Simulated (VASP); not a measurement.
# Al (Fm-3m) in VASP: further runs

The runs below take Al through single point, with PBE.

All numbers are computed with VASP 6.6.1; they aren't measurements. Logs are shortened: lines on timing, memory, paths and dates and some standing lists are left out, and cuts for length are marked.

### Step 1. The cell of the first run

Symmetry: Fm-3m, No. 225, cubic system. The conventional cell has a = 3.846 Å, b = 3.846 Å, c = 3.846 Å, α = 90.00°, β = 90.00°, γ = 90.00°. Al (site symmetry m-3m) has 12 Al at 2.72 Å within 3.6 Å.

### Step 2. Single point, PBE (strain -0.050 along x and y, -0.050 along z)

Contents of INCAR:

```
PREC     = Accurate       # precision mode
ENCUT    = 520            # plane-wave cutoff, eV
EDIFF    = 1E-6           # SCF threshold, eV
ISMEAR   = 0              # smearing method
SIGMA    = 0.15           # smearing width, eV
LREAL    = F              # projectors in reciprocal space
LASPH    = T              # aspherical terms in the spheres
NELM     = 60             # most SCF steps
ALGO     = Fast           # electronic algorithm
ISIF     = 2              # what is computed and relaxed
LWAVE    = F              # write WAVECAR
LCHARG   = F              # write CHGCAR
GGA      = PE             # functional
NBANDS   = 8              # bands
```

Contents of KPOINTS:

```
Automatic mesh
0
Gamma
  20 20 20
```

Contents of POSCAR:

```
Al
1.0
    0.0000000000      1.9227810000      1.9227810000
    1.9227810000      0.0000000000      1.9227810000
    1.9227810000      1.9227810000      0.0000000000
Al
1
Direct
    0.0000000000      0.0000000000      0.0000000000
```

Potentials or basis: VASP PAW PBE potentials, release 64 (Al).

On the command line:

```sh
cat potpaw_PBE.64/Al/POTCAR > POTCAR
mpirun -np 1 vasp_std > vasp.out
```

OUTCAR:

```text
PREC = Accurate
   ENCUT = 520
   EDIFF = 1E-6
   ISMEAR = 0
   LREAL = F
   LASPH = T
   NELM = 60
   ISIF = 2
   GGA = PE

 ion  position               nearest neighbor table
   1  0.000  0.000  0.000-

  LATTYP: Found a face centered cubic cell.
 ALAT       =     3.8455620000

  Lattice vectors:

 A1 = (   0.0000000000,   1.9227810000,   1.9227810000)
 A2 = (   1.9227810000,   0.0000000000,   1.9227810000)
 A3 = (   1.9227810000,   1.9227810000,   0.0000000000)

Analysis of symmetry for initial positions (statically):
=====================================================================
 Subroutine PRICEL returns:
 Original cell was already a primitive cell.

 Routine SETGRP: Setting up the symmetry group for a
 face centered cubic supercell.

 Subroutine GETGRP returns: Found 48 space group operations
 (whereof 48 operations were pure point group operations)
 out of a pool of 48 trial point group operations.

The static configuration has the point symmetry O_h .

Analysis of symmetry for dynamics (positions and initial velocities):
=====================================================================
 Subroutine PRICEL returns:
 Original cell was already a primitive cell.

 Routine SETGRP: Setting up the symmetry group for a
 face centered cubic supercell.

 Subroutine GETGRP returns: Found 48 space group operations
 (whereof 48 operations were pure point group operations)
 out of a pool of 48 trial point group operations.

The dynamic configuration has the point symmetry O_h .

 Subroutine INISYM returns: Found 48 space group operations
 (whereof 48 operations are pure point group operations),
 and found     1 'primitive' translations

----------------------------------------------------------------------------------------

                                     Primitive cell

  volume of cell :      14.2174

  direct lattice vectors                    reciprocal lattice vectors
     0.000000000  1.922781000  1.922781000    -0.260040015  0.260040015  0.260040015
     1.922781000  0.000000000  1.922781000     0.260040015 -0.260040015  0.260040015
     1.922781000  1.922781000  0.000000000     0.260040015  0.260040015 -0.260040015

  length of vectors
     2.719222968  2.719222968  2.719222968     0.450402518  0.450402518  0.450402518

  position of ions in fractional coordinates (direct lattice)
     0.000000000  0.000000000  0.000000000

  ion indices of the primitive-cell ions
   primitive index   ion index
                 1           1

----------------------------------------------------------------------------------------

 KPOINTS: Automatic mesh

Automatic generation of k-mesh.
 Grid dimensions read from file:
 generate k-points for:   20   20   20

 Generating k-lattice:

  Cartesian coordinates                     Fractional coordinates (reciprocal lattice)
    -0.013002001  0.013002001  0.013002001     0.050000000  0.000000000  0.000000000
     0.013002001 -0.013002001  0.013002001     0.000000000  0.050000000  0.000000000
     0.013002001  0.013002001 -0.013002001     0.000000000  0.000000000  0.050000000

  Length of vectors
     0.022520126  0.022520126  0.022520126

  Shift w.r.t. Gamma in fractional coordinates (k-lattice)
     0.000000000  0.000000000  0.000000000

 Subroutine IBZKPT returns following result:
 ===========================================

 Found    256 irreducible k-points:

 Following reciprocal coordinates:
            Coordinates               Weight
  0.000000  0.000000  0.000000      1.000000
  0.050000  0.000000  0.000000      8.000000
  0.100000  0.000000  0.000000      8.000000
  0.150000  0.000000  0.000000      8.000000
  0.200000  0.000000  0.000000      8.000000
  0.250000  0.000000  0.000000      8.000000
[... 16 lines left out ...]
 -0.400000  0.050000  0.000000     24.000000
 -0.350000  0.050000  0.000000     24.000000
 [... further k-points ...]
   k-points           NKPTS =    256   k-points in BZ     NKDIM =    256   number of bands    NBANDS=      8
   number of dos      NEDOS =    301   number of ions     NIONS =      1
   total plane-waves  NPLWV =   8000
   dimension x,y,z NGX =    20 NGY =   20 NGZ =   20
   dimension x,y,z NGXF=    40 NGYF=   40 NGZF=   40
   ions per type =               1
   NGX,Y,Z   is equivalent  to a cutoff of  12.23, 12.23, 12.23 a.u.
   NGXF,Y,Z  is equivalent  to a cutoff of  24.45, 24.45, 24.45 a.u.
 SYSTEM =  unknown system
   PREC   = accura    normal or accurate (medium, high low for compatibility)
   ISTART =      0    job   : 0-new  1-cont  2-samecut
   ICHARG =      2    charge: 1-file 2-atom 10-const
   ISPIN  =      1    spin polarized calculation?
   LNONCOLLINEAR =      F non collinear calculations
   LSORBIT =      F    spin-orbit coupling
   LASPH  =      T    aspherical Exc in radial PAW
   ENCUT  =  520.0 eV  38.22 Ry    6.18 a.u.   5.06  5.06  5.06*2*pi/ulx,y,z
   NELM   =     60;   NELMIN=  2; NELMDL= -5     # of ELM steps
   EDIFF  = 0.1E-05   stopping-criterion for ELM
   LREAL  =      F    real-space projection
   EDIFFG = 0.1E-04   stopping-criterion for IOM
   NSW    =      0    number of steps for IOM
   IBRION =     -1    ionic relax: 0-MD 1-quasi-New 2-CG
   NFREE  =      0    steps in history (QN), initial steepest desc. (CG)
   ISIF   =      2    stress and relaxation
   ISYM   =      2    0-nonsym 1-usesym 2-fastsym
   POTIM  = 0.5000    time-step for ionic-motion
   TEBEG  =    0.0;   TEEND  =   0.0 temperature during run
   PSTRESS=    0.0 pullay stress
   NELECT =       3.0000    total number of electrons
   NUPDOWN=      -1.0000    fix difference up-down
   EMIN   =  10.00;   EMAX   =-10.00  energy-range for DOS
   EFERMI =   0.00;   METHOD = LEGACY
   ISMEAR =     0;   SIGMA  =   0.15  broadening in eV -4-tet -1-fermi 0-gaus
   EFERMI_NEDOS =   21; number of points for ismear=-14 and -15
   IALGO  =     68    algorithm
   IMIX   =      4    mixing-type and parameters
     AMIX     =   0.40;   BMIX     =  1.00
     AMIX_MAG =   1.60;   BMIX_MAG =  1.00
  volume/ion in A,a.u.               =      14.22        95.94
  Fermi-wavevector in a.u.,A,eV,Ry     =   0.974635  1.841793 12.924362  0.949914
  Thomas-Fermi vector in A             =   2.105111
   LORBIT       =      0    0 simple, 1 ext, 2 COOP (PROOUT), +10 PAW based schemes
   GGA     = PE    functional components
   LHFCALC =     F    Hartree Fock is set to
   AEXX    =    0.0000 exact exchange contribution
   IVDW    =     0    specifies the selected vdW correction
   LEPSILON=     F    determine dielectric tensor
   LRPA    =     F    only Hartree local field effects (RPA)
 non-spin polarized calculation
 RMM-DIIS sequential band-by-band and
 Gauss-broadening in eV      SIGMA  =   0.15
  energy-cutoff  :      520.00
  volume of cell :       14.22
 maximum number of plane-waves:       392
   NGX = 11   NGY = 11   NGZ = 11

 number of electron       3.0000000 magnetization

 Free energy of the ion-electron system (eV)
  ---------------------------------------------------
  ext. energy  EPLUGINS =         0.00000000
  ---------------------------------------------------
  free energy    TOTEN  =        -3.64890472 eV

  energy without entropy =       -3.64508632  energy(sigma->0) =       -3.64699552

 E-fermi :   9.6729     XC(G=0): -10.7480

 val. band max:        9.6684486921   @ k =  -0.3000   0.2500   0.0000
 cond. band min:       9.6778576258   @ k =  -0.4500   0.4000   0.0500
 fundamental gap:      0.0094089337
 Fermi energy:         9.6728545976

 k-point     1 :       0.0000    0.0000    0.0000
  band No.  band energies     occupation
      1      -2.5594      2.00000
      2      23.1227      0.00000
      3      23.1227      0.00000
      4      23.1227      0.00000
      5      25.8179      0.00000
      6      25.8179      0.00000
      7      25.8179      0.00000
      8      27.2325      0.00000

 k-point     2 :       0.0500    0.0000    0.0000
  band No.  band energies     occupation
      1      -2.4844      2.00000
      2      21.8763      0.00000
      3      22.9495      0.00000
      4      22.9495      0.00000
      5      26.1131      0.00000
      6      26.1131      0.00000
      7      26.1295      0.00000
      8      28.1090      0.00000

 k-point     3 :       0.1000    0.0000    0.0000
  band No.  band energies     occupation
      1      -2.2597      2.00000
      2      19.7730      0.00000
      3      22.5794      0.00000
      4      22.5794      0.00000
      5      26.0710      0.00000
      6      26.8435      0.00000
      7      26.8435      0.00000
      8      29.3123      0.00000

 k-point     4 :       0.1500    0.0000    0.0000
  band No.  band energies     occupation
      1      -1.8862      2.00000
      2      17.5886      0.00000
      3      22.1942      0.00000
      4      22.1942      0.00000
      5      25.8499      0.00000
      6      27.6988      0.00000
      7      27.6988      0.00000
      8      28.3175      0.00000

 k-point     5 :       0.2000    0.0000    0.0000
  band No.  band energies     occupation
      1      -1.3651      2.00000
      2      15.4486      0.00000
      3      21.8721      0.00000
      4      21.8721      0.00000
      5      25.6171      0.00000
      6      26.9639      0.00000
      7      26.9639      0.00000
      8      29.1036      0.00000
[... 177 lines left out ...]
 k-point    22 :      -0.4500    0.0500    0.0000
  band No.  band energies     occupation
      1       3.8418      2.00000
      2       5.8338      2.00000
      3      20.3020      0.00000
      4      21.4107      0.00000
      5      23.0986      0.00000
      6      23.3236      0.00000
      7      26.4734      0.00000
      8      27.7523      0.00000

 k-point    23 :      -0.4000    0.0500    0.0000
  band No.  band energies     occupation
      1       2.6007      2.00000
      2       7.3743      2.00000
      3      20.0476      0.00000
      4      21.9132      0.00000
      5      23.1033      0.00000
      6      23.6491      0.00000
      7      26.2202      0.00000
      8      28.2882      0.00000

 k-point    24 :      -0.3500    0.0500    0.0000
  band No.  band energies     occupation
      1       1.4725      2.00000
      2       9.0578      2.00000
      3      19.9096      0.00000
      4      22.3857      0.00000
      5      23.1546      0.00000
      6      24.3242      0.00000
      7      26.0505      0.00000
      8      28.9782      0.00000

 [... further k-points ...]

------------------------ aborting loop because EDIFF is reached ----------------------------------------

  FORCE on cell =-STRESS in cart. coord.  units (eV):
  Direction    XX          YY          ZZ          XY          YZ          ZX
  --------------------------------------------------------------------------------------
  -------------------------------------------------------------------------------------
  Total        1.4250805      1.4250805      1.4250805     -0.0000000     -0.0000000      0.0000000
  in kB      160.5944479    160.5944479    160.5944479     -0.0000000     -0.0000000      0.0000000
  external PRESSURE =     160.5944479 kB  Pullay stress =       0.0000000 kB

 VOLUME and BASIS-vectors are now :
 -----------------------------------------------------------------------------
  energy-cutoff  :      520.00
  volume of cell :       14.22
      direct lattice vectors                 reciprocal lattice vectors
     0.000000000  1.922781000  1.922781000    -0.260040015  0.260040015  0.260040015
     1.922781000  0.000000000  1.922781000     0.260040015 -0.260040015  0.260040015
     1.922781000  1.922781000  0.000000000     0.260040015  0.260040015 -0.260040015

 POSITION                                       TOTAL-FORCE (eV/Angst)
 -----------------------------------------------------------------------------------
      0.00000      0.00000      0.00000         0.000000     -0.000000      0.000000
 -----------------------------------------------------------------------------------
    total drift:                                0.000000      0.000000     -0.000000

  FREE ENERGIE OF THE ION-ELECTRON SYSTEM (eV)
  ---------------------------------------------------
  free  energy   TOTEN  =        -3.6489047188 eV

  energy  without entropy=       -3.6450863167  energy(sigma->0) =       -3.64699552
```

It took 32 s on 1 thread of Intel Xeon 8259CL, shared host; peak memory 0.13 GiB.

Results:

* Free energy: -3.6489 eV
* Pressure: 16.1 GPa
* Band gap on the k mesh: zero (an odd number of electrons rules out a gap without spin polarisation)

Caveat: the cell differs from its parent crystal (strain -0.050 along x and y, -0.050 along z); the cell stands under pressure.

### Step 3. Single point, PBE (strain -0.025 along x and y, -0.025 along z)

Contents of INCAR:

```
ALGO     = Fast           # electronic algorithm
EDIFF    = 1E-6           # SCF threshold, eV
ENCUT    = 520            # plane-wave cutoff, eV
GGA      = PE             # functional
ISIF     = 2              # what is computed and relaxed
ISMEAR   = 0              # smearing method
LASPH    = True           # aspherical terms in the spheres
LCHARG   = False          # write CHGCAR
LREAL    = False          # projectors in reciprocal space
LWAVE    = False          # write WAVECAR
NBANDS   = 8              # bands
NELM     = 80             # most SCF steps
PREC     = Accurate       # precision mode
SIGMA    = 0.15           # smearing width, eV
```

Contents of KPOINTS:

```
k-points
0
Gamma
  20 20 20
```

Contents of POSCAR:

```
Al
1.0
    0.0000000000      1.9733805000      1.9733805000
    1.9733805000      0.0000000000      1.9733805000
    1.9733805000      1.9733805000      0.0000000000
Al
1
Direct
    0.0000000000      0.0000000000      0.0000000000
```

Potentials or basis: VASP PAW PBE potentials, release 64 (Al).

On the command line:

```sh
cat potpaw_PBE.64/Al/POTCAR > POTCAR
mpirun -np 1 vasp_std > vasp.out
```

It took 31 s on 1 thread of Intel Xeon 8259CL, shared host; peak memory 0.15 GiB.

It converged, with:

- Free energy: -3.7271 eV
- Pressure: 6.3 GPa
- Band gap on the k mesh: zero (an odd number of electrons rules out a gap without spin polarisation)

Levels at points of the mesh, in eV from the Fermi level:
| k point | band 1 | band 2 | band 3 | band 4 | band 5 | band 6 |
| --- | --- | --- | --- | --- | --- | --- |
| (0.00, 0.00, 0.00) | -11.68 | 12.97 | 12.97 | 12.97 | 15.02 | 15.02 |
| (0.50, 0.00, 0.00) | -4.93 | -4.52 | 11.75 | 11.75 | 12.14 | 12.14 |
| (0.50, 0.50, 0.00) | -3.14 | -1.67 | 5.23 | 5.89 | 5.89 | 9.73 |

Caveat: the cell differs from its parent crystal (strain -0.025 along x and y, -0.025 along z); the cell stands under pressure.
